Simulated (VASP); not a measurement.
# MgS in VASP: a series of runs

The runs below take MgS through single point, with PBEsol, PBE+D3(BJ).

Everything below comes from runs of VASP 6.6.1. Logs are shortened: lines on timing, memory, paths and dates and some standing lists are left out, and cuts for length are marked.

## Step 1: The cell of the first run

The typed cell holds 4 atoms: a = 4.035 Å, b = 4.035 Å, c = 6.432 Å, α = 90.00°, β = 90.00°, γ = 120.00°.

## Step 2: Single point, PBEsol (atoms moved at random)

Contents of INCAR:

```
SYSTEM = MgS
ALGO = Normal ; EDIFF = 1E-6
ENCUT = 520 ; GGA = PS
ISIF = 2 ; ISMEAR = -1
LASPH = .TRUE. ; LCHARG = .FALSE.
LREAL = .FALSE. ; LWAVE = .FALSE.
NBANDS = 16 ; NELM = 80
PREC = Accurate ; SIGMA = 0.05
```

Contents of KPOINTS:

```
k-points
0
G
  8 8 4
  0 0 0
```

Contents of POSCAR:

```
MgS
1.0
    4.0346224068      0.0000000000      0.0000000000
   -2.0173112034      3.4940854990      0.0000000000
    0.0000000000      0.0000000000      6.4322941800
S Mg
2 2
Direct
    0.6617040000      0.3374660000      0.8723450000
    0.3364140000      0.6649440000      0.3715030000
    0.3340580000      0.6686330000      0.9975070000
    0.6644550000      0.3253470000      0.5008510000
```

Potentials or basis: VASP PAW PBE potentials, release 64 (S, Mg).

On the command line:

```console
> cat potpaw_PBE.64/S/POTCAR potpaw_PBE.64/Mg/POTCAR > POTCAR
> mpirun -np 1 vasp_std > vasp.out
```

OUTCAR:

```text
SYSTEM = MgS
   EDIFF = 1E-6
   ENCUT = 520
   GGA = PS
   ISIF = 2
   ISMEAR = -1
   LASPH = .TRUE.
   LREAL = .FALSE.
   NELM = 80
   PREC = Accurate

 ion  position               nearest neighbor table
   1  0.662  0.337  0.872-   4 2.39   3 2.44   3 2.47   3 2.48
   2  0.336  0.665  0.372-   3 2.41   4 2.45   4 2.48   4 2.49
   3  0.334  0.669  0.998-   2 2.41   1 2.44   1 2.47   1 2.48
   4  0.664  0.325  0.501-   1 2.39   2 2.45   2 2.48   2 2.49

  LATTYP: Found a hexagonal cell.
 ALAT       =     4.0346224068
 C/A-ratio  =     1.5942741430

  Lattice vectors:

 A1 = (   4.0346224068,   0.0000000000,   0.0000000000)
 A2 = (  -2.0173112034,   3.4940854990,   0.0000000000)
 A3 = (   0.0000000000,   0.0000000000,   6.4322941800)

Analysis of symmetry for initial positions (statically):
=====================================================================
 Subroutine PRICEL returns:
 Original cell was already a primitive cell.

 Routine SETGRP: Setting up the symmetry group for a
 hexagonal supercell.

 Subroutine GETGRP returns: Found  1 space group operations
 (whereof  1 operations were pure point group operations)
 out of a pool of 24 trial point group operations.

The static configuration has the point symmetry C_1 .

Analysis of symmetry for dynamics (positions and initial velocities):
=====================================================================
 Subroutine PRICEL returns:
 Original cell was already a primitive cell.

 Routine SETGRP: Setting up the symmetry group for a
 hexagonal supercell.

 Subroutine GETGRP returns: Found  1 space group operations
 (whereof  1 operations were pure point group operations)
 out of a pool of 24 trial point group operations.

The dynamic configuration has the point symmetry C_1 .

 Subroutine INISYM returns: Found  1 space group operations
 (whereof  1 operations are pure point group operations),
 and found     1 'primitive' translations

----------------------------------------------------------------------------------------

                                     Primitive cell

  volume of cell :      90.6781

  direct lattice vectors                    reciprocal lattice vectors
     4.034622407  0.000000000  0.000000000     0.247854669  0.143098960  0.000000000
    -2.017311203  3.494085499  0.000000000     0.000000000  0.286197919  0.000000000
     0.000000000  0.000000000  6.432294180     0.000000000  0.000000000  0.155465526

  length of vectors
     4.034622407  4.034622407  6.432294180     0.286197919  0.286197919  0.155465526

  position of ions in fractional coordinates (direct lattice)
     0.661704000  0.337466000  0.872345000
     0.336414000  0.664944000  0.371503000
     0.334058000  0.668633000  0.997507000
     0.664455000  0.325347000  0.500851000

  ion indices of the primitive-cell ions
   primitive index   ion index
                 1           1
                 2           2
                 3           3
                 4           4

----------------------------------------------------------------------------------------

 KPOINTS: k-points

Automatic generation of k-mesh.
 Grid dimensions read from file:
 generate k-points for:    8    8    4

 Generating k-lattice:

  Cartesian coordinates                     Fractional coordinates (reciprocal lattice)
     0.030981834  0.017887370  0.000000000     0.125000000  0.000000000  0.000000000
     0.000000000  0.035774740  0.000000000     0.000000000  0.125000000  0.000000000
     0.000000000  0.000000000  0.038866382     0.000000000  0.000000000  0.250000000

  Length of vectors
     0.035774740  0.035774740  0.038866382

  Shift w.r.t. Gamma in fractional coordinates (k-lattice)
     0.000000000  0.000000000  0.000000000

 Subroutine IBZKPT returns following result:
 ===========================================

 Found    132 irreducible k-points:

 Following reciprocal coordinates:
            Coordinates               Weight
  0.000000  0.000000  0.000000      1.000000
  0.125000  0.000000  0.000000      2.000000
  0.000000  0.125000  0.000000      2.000000
 -0.125000  0.125000  0.000000      2.000000
  0.250000  0.000000  0.000000      2.000000
  0.000000  0.250000  0.000000      2.000000
[... 16 lines left out ...]
  0.375000  0.125000  0.000000      2.000000
 -0.125000  0.500000  0.000000      2.000000
 [... further k-points ...]
   k-points           NKPTS =    132   k-points in BZ     NKDIM =    132   number of bands    NBANDS=     16
   number of dos      NEDOS =    301   number of ions     NIONS =      4
   total plane-waves  NPLWV =  43200
   dimension x,y,z NGX =    30 NGY =   30 NGZ =   48
   dimension x,y,z NGXF=    60 NGYF=   60 NGZF=   96
   ions per type =               2   2
   NGX,Y,Z   is equivalent  to a cutoff of  12.36, 12.36, 12.41 a.u.
   NGXF,Y,Z  is equivalent  to a cutoff of  24.72, 24.72, 24.81 a.u.
 SYSTEM =  MgS
   PREC   = accura    normal or accurate (medium, high low for compatibility)
   ISTART =      0    job   : 0-new  1-cont  2-samecut
   ICHARG =      2    charge: 1-file 2-atom 10-const
   ISPIN  =      1    spin polarized calculation?
   LNONCOLLINEAR =      F non collinear calculations
   LSORBIT =      F    spin-orbit coupling
   LASPH  =      T    aspherical Exc in radial PAW
   ENCUT  =  520.0 eV  38.22 Ry    6.18 a.u.   7.50  7.50 11.96*2*pi/ulx,y,z
   NELM   =     80;   NELMIN=  2; NELMDL= -5     # of ELM steps
   EDIFF  = 0.1E-05   stopping-criterion for ELM
   LREAL  =      F    real-space projection
   EDIFFG = 0.1E-04   stopping-criterion for IOM
   NSW    =      0    number of steps for IOM
   IBRION =     -1    ionic relax: 0-MD 1-quasi-New 2-CG
   NFREE  =      0    steps in history (QN), initial steepest desc. (CG)
   ISIF   =      2    stress and relaxation
   ISYM   =      2    0-nonsym 1-usesym 2-fastsym
   POTIM  = 0.5000    time-step for ionic-motion
   TEBEG  =    0.0;   TEEND  =   0.0 temperature during run
   PSTRESS=    0.0 pullay stress
   NELECT =      16.0000    total number of electrons
   NUPDOWN=      -1.0000    fix difference up-down
   EMIN   =  10.00;   EMAX   =-10.00  energy-range for DOS
   EFERMI =   0.00;   METHOD = LEGACY
   ISMEAR =    -1;   SIGMA  =   0.05  broadening in eV -4-tet -1-fermi 0-gaus
   EFERMI_NEDOS =   21; number of points for ismear=-14 and -15
   IALGO  =     38    algorithm
   IMIX   =      4    mixing-type and parameters
     AMIX     =   0.40;   BMIX     =  1.00
     AMIX_MAG =   1.60;   BMIX_MAG =  1.00
  volume/ion in A,a.u.               =      22.67       152.98
  Fermi-wavevector in a.u.,A,eV,Ry     =   0.918221  1.735187 11.471486  0.843130
  Thomas-Fermi vector in A             =   2.043279
   LORBIT       =      0    0 simple, 1 ext, 2 COOP (PROOUT), +10 PAW based schemes
   GGA     = PS    functional components
   LHFCALC =     F    Hartree Fock is set to
   AEXX    =    0.0000 exact exchange contribution
   IVDW    =     0    specifies the selected vdW correction
   LEPSILON=     F    determine dielectric tensor
   LRPA    =     F    only Hartree local field effects (RPA)
 non-spin polarized calculation
  energy-cutoff  :      520.00
  volume of cell :       90.68
 maximum number of plane-waves:      2464
   NGX = 15   NGY = 15   NGZ = 23

 number of electron      16.0000000 magnetization

 Free energy of the ion-electron system (eV)
  ---------------------------------------------------
  ext. energy  EPLUGINS =         0.00000000
  ---------------------------------------------------
  free energy    TOTEN  =       -17.84733498 eV

  energy without entropy =      -17.84733498  energy(sigma->0) =      -17.84733498

 E-fermi :   2.1061     XC(G=0):  -8.5699

 val. band max:        1.0436013695   @ k =   0.0000   0.0000   0.0000
 cond. band min:       4.3997187158   @ k =   0.0000   0.0000   0.0000
 fundamental gap:      3.3561173463
 Fermi energy:         2.1060684324

 k-point     1 :       0.0000    0.0000    0.0000
  band No.  band energies     occupation
      1     -10.2799      2.00000
      2      -9.5262      2.00000
      3      -2.2057      2.00000
      4       0.5579      2.00000
      5       0.6154      2.00000
      6       1.0027      2.00000
[... 8 lines left out ...]
     15       9.6809      0.00000
     16       9.9942      0.00000

 k-point     2 :       0.1250    0.0000    0.0000
  band No.  band energies     occupation
      1     -10.2034      2.00000
      2      -9.4888      2.00000
      3      -2.0839      2.00000
      4       0.1237      2.00000
      5       0.4355      2.00000
      6       0.5212      2.00000
[... 8 lines left out ...]
     15       9.5963      0.00000
     16       9.7979      0.00000

 k-point     3 :       0.0000    0.1250    0.0000
  band No.  band energies     occupation
      1     -10.2031      2.00000
      2      -9.4887      2.00000
      3      -2.0835      2.00000
      4       0.1019      2.00000
      5       0.4598      2.00000
      6       0.4951      2.00000
[... 8 lines left out ...]
     15       9.5940      0.00000
     16       9.8103      0.00000

 k-point     4 :      -0.1250    0.1250    0.0000
  band No.  band energies     occupation
      1     -10.2025      2.00000
      2      -9.4894      2.00000
      3      -2.0823      2.00000
      4       0.0916      2.00000
      5       0.4747      2.00000
      6       0.5062      2.00000
[... 8 lines left out ...]
     15       9.6391      0.00000
     16       9.7946      0.00000
[... 324 lines left out ...]
 k-point    22 :       0.3750   -0.1250    0.0000
  band No.  band energies     occupation
      1      -9.8308      2.00000
      2      -9.3576      2.00000
      3      -1.4696      2.00000
      4      -1.1662      2.00000
      5      -0.8340      2.00000
      6      -0.0776      2.00000
[... 8 lines left out ...]
     15       9.8307      0.00000
     16      10.6930      0.00000

 k-point    23 :       0.3750    0.1250    0.0000
  band No.  band energies     occupation
      1      -9.6236      2.00000
      2      -9.3371      2.00000
      3      -1.7432      2.00000
      4      -1.1869      2.00000
      5      -0.8907      2.00000
      6      -0.3615      2.00000
[... 8 lines left out ...]
     15      10.1070      0.00000
     16      11.6116      0.00000

 k-point    24 :      -0.1250    0.5000    0.0000
  band No.  band energies     occupation
      1      -9.6171      2.00000
      2      -9.3414      2.00000
      3      -1.7573      2.00000
      4      -1.2101      2.00000
      5      -0.8778      2.00000
      6      -0.3466      2.00000
[... 8 lines left out ...]
     15      10.1512      0.00000
     16      11.6102      0.00000

 [... further k-points ...]

------------------------ aborting loop because EDIFF is reached ----------------------------------------

  FORCE on cell =-STRESS in cart. coord.  units (eV):
  Direction    XX          YY          ZZ          XY          YZ          ZX
  --------------------------------------------------------------------------------------
  -------------------------------------------------------------------------------------
  Total       -0.6673889     -0.5910944      0.8269124     -0.2059902      0.1133289     -0.0743288
  in kB      -11.7919941    -10.4439580     14.6105910     -3.6396098      2.0023914     -1.3133050
  external PRESSURE =      -2.5417870 kB  Pullay stress =       0.0000000 kB

 VOLUME and BASIS-vectors are now :
 -----------------------------------------------------------------------------
  energy-cutoff  :      520.00
  volume of cell :       90.68
      direct lattice vectors                 reciprocal lattice vectors
     4.034622407  0.000000000  0.000000000     0.247854669  0.143098960  0.000000000
    -2.017311203  3.494085499  0.000000000     0.000000000  0.286197919  0.000000000
     0.000000000  0.000000000  6.432294180     0.000000000  0.000000000  0.155465526

 POSITION                                       TOTAL-FORCE (eV/Angst)
 -----------------------------------------------------------------------------------
      1.98895      1.17914      5.61118         0.156256     -0.054545      0.338580
      0.01590      2.32337      2.38962        -0.052861     -0.099480      0.339627
     -0.00104      2.33626      6.41626        -0.137320      0.041027     -0.239550
      2.02450      1.13679      3.22162         0.033925      0.112999     -0.438657
 -----------------------------------------------------------------------------------
    total drift:                               -0.000073      0.000084     -0.000199

  FREE ENERGIE OF THE ION-ELECTRON SYSTEM (eV)
  ---------------------------------------------------
  free  energy   TOTEN  =       -17.8473349817 eV

  energy  without entropy=      -17.8473349817  energy(sigma->0) =      -17.84733498
```

It took 3.2 min on 1 thread of AMD EPYC 7R13, shared host; peak memory 0.28 GiB.

What came out:

* Free energy: -17.8473 eV
* Pressure: -0.3 GPa
* Largest force: 0.454 eV/Å
* Band gap on the k mesh: 3.36 eV

Forces on the atoms (eV/Å):
```
S    0.156 -0.055  0.339
S   -0.053 -0.099  0.340
Mg  -0.137  0.041 -0.240
Mg   0.034  0.113 -0.439
```

Caveat: the cell differs from its parent crystal (atoms moved at random); the PAW data sets were made with another functional, which shifts forces and pressure a little.

## Step 3: Single point, PBE+D3(BJ)

This run uses another cell than the first one, of 22.25 Å³/atom.

Contents of INCAR:

```
PREC = Accurate
ENCUT = 520
EDIFF = 1E-6
ISMEAR = -1
SIGMA = 0.05
LREAL = F
LASPH = T
NELM = 80
ALGO = Normal
ISIF = 2
LWAVE = F
LCHARG = F
GGA = PE
IVDW = 12
NBANDS = 16
```

Contents of KPOINTS:

```
Automatic mesh
0
Gamma
  8 8 4
```

Contents of POSCAR:

```
MgS
1.0
    4.0084851756      0.0000000000      0.0000000000
   -2.0042425878      3.4714499927      0.0000000000
    0.0000000000      0.0000000000      6.3960338553
S Mg
2 2
Direct
    0.6666666667      0.3333333333      0.8785145140
    0.3333333333      0.6666666667      0.3785145140
    0.3333333333      0.6666666667      0.9964844860
    0.6666666667      0.3333333333      0.4964844860
```

Potentials or basis: VASP PAW PBE potentials, release 64 (S, Mg).

On the command line:

```console
> cat potpaw_PBE.64/S/POTCAR potpaw_PBE.64/Mg/POTCAR > POTCAR
> mpirun -np 1 vasp_std > vasp.out
```

It took 36 s on 1 thread of Intel Xeon 8259CL, shared host; peak memory 0.21 GiB.

The run converged. Its results:

* Free energy: -18.0643 eV
* Pressure: -0.1 GPa
* Largest force: 0.006 eV/Å
* Band gap on the k mesh: 3.54 eV
* Dispersion energy per atom: -0.276 eV

Forces on the atoms (eV/Å):
```
S    0.000  0.000 -0.006
S    0.000  0.000 -0.006
Mg   0.000  0.000  0.006
Mg   0.000  0.000  0.006
```

Levels at points of the mesh, in eV from the valence-band top:
```
           k point  band 4  band 5  band 6  band 7  band 8  band 9  band 10  band 11  band 12  band 13
(0.00, 0.00, 0.00)   -0.57   -0.57   -0.14   -0.14    0.00    3.54     4.76     7.53     7.53     8.27
(0.50, 0.00, 0.00)   -2.47   -1.92   -1.25   -0.95   -0.46    4.75     5.23     5.87     7.52     8.40
(0.00, 0.00, 0.50)   -1.94   -0.36   -0.36   -0.36   -0.36    5.01     5.01     7.67     7.67     7.67
(0.50, 0.00, 0.50)   -3.16   -0.90   -0.90   -0.82   -0.82    4.68     4.68     6.33     6.33     9.28
```

## Step 4: Single point, PBE+D3(BJ)

This run uses another cell than the first one, of 22.32 Å³/atom.

Contents of INCAR:

```
PREC = Accurate
ENCUT = 520
EDIFF = 1E-6
ISMEAR = -1
SIGMA = 0.05
LREAL = False
LASPH = True
NELM = 80
ALGO = Normal
ISIF = 2
LWAVE = False
LCHARG = False
GGA = PE
IVDW = 12
NBANDS = 16
```

KPOINTS is that of step 3.

Contents of POSCAR:

```
MgS
1.0
    4.0122014524      0.0000000000      0.0000000000
   -2.0061007262      3.4746683829      0.0000000000
    0.0000000000      0.0000000000      6.4045053991
S Mg
2 2
Direct
    0.6666666667      0.3333333333      0.8784584555
    0.3333333333      0.6666666667      0.3784584555
    0.3333333333      0.6666666667      0.9965405445
    0.6666666667      0.3333333333      0.4965405445
```

On the command line:

```console
> cat potpaw_PBE.64/S/POTCAR potpaw_PBE.64/Mg/POTCAR > POTCAR
> mpirun -np 1 vasp_std > vasp.out
```

Wall time 45 s (1 thread of Intel Xeon 8259CL, shared host); peak memory 0.22 GiB.

Results (log left out):

| Property | Result |
| --- | --- |
| Free energy | -18.0640 eV |
| Pressure | -0.3 GPa |
| Largest force | 0.006 eV/Å |
| Band gap on the k mesh | 3.53 eV |
| Dispersion energy per atom | -0.275 eV |

Forces in eV/Å, atoms in the order of the input:
```
S    0.000  0.000 -0.006
S    0.000  0.000 -0.006
Mg   0.000  0.000  0.006
Mg   0.000  0.000  0.006
```

Levels at points of the mesh, in eV from the valence-band top:
| k point | band 4 | band 5 | band 6 | band 7 | band 8 | band 9 | band 10 | band 11 | band 12 | band 13 |
| --- | --- | --- | --- | --- | --- | --- | --- | --- | --- | --- |
| (0.00, 0.00, 0.00) | -0.56 | -0.56 | -0.14 | -0.14 | 0.00 | 3.53 | 4.75 | 7.53 | 7.53 | 8.26 |
| (0.50, 0.00, 0.00) | -2.46 | -1.91 | -1.24 | -0.95 | -0.46 | 4.75 | 5.23 | 5.86 | 7.52 | 8.39 |
| (0.00, 0.00, 0.50) | -1.93 | -0.36 | -0.36 | -0.36 | -0.36 | 5.00 | 5.00 | 7.67 | 7.67 | 7.67 |
| (0.50, 0.00, 0.50) | -3.15 | -0.89 | -0.89 | -0.81 | -0.81 | 4.67 | 4.67 | 6.33 | 6.33 | 9.28 |

Caveat: three body term missing.

## Step 5: Summary

```csv
level,cell,gap on the mesh (eV),pressure (GPa),largest force (eV/Å)
PBEsol,"a = 4.035, b = 4.035, c = 6.432 Å, angles 90.0, 90.0, 120.0°, 4 atoms, atomic positions A",3.36,-0.3,0.45
PBE+D3(BJ),"a = 4.008, b = 4.008, c = 6.396 Å, angles 90.0, 90.0, 120.0°, 4 atoms, atomic positions B",3.54,-0.1,0.01
PBE+D3(BJ),"a = 4.012, b = 4.012, c = 6.405 Å, angles 90.0, 90.0, 120.0°, 4 atoms, atomic positions B",3.53,-0.3,0.01
```

Alike in all rows: task single point; potentials or basis VASP PAW PBE potentials, release 64 (S, Mg); no spin polarisation; k mesh 8 × 8 × 4; cutoff (eV) 520; smearing fermi-dirac 0.05 eV.

Caveats: the PAW data sets were made with another functional, which shifts forces and pressure a little (at least some runs); three body term missing (at least some runs).

Total energies depend on the potentials used, so only differences within one code and one set of settings carry meaning.
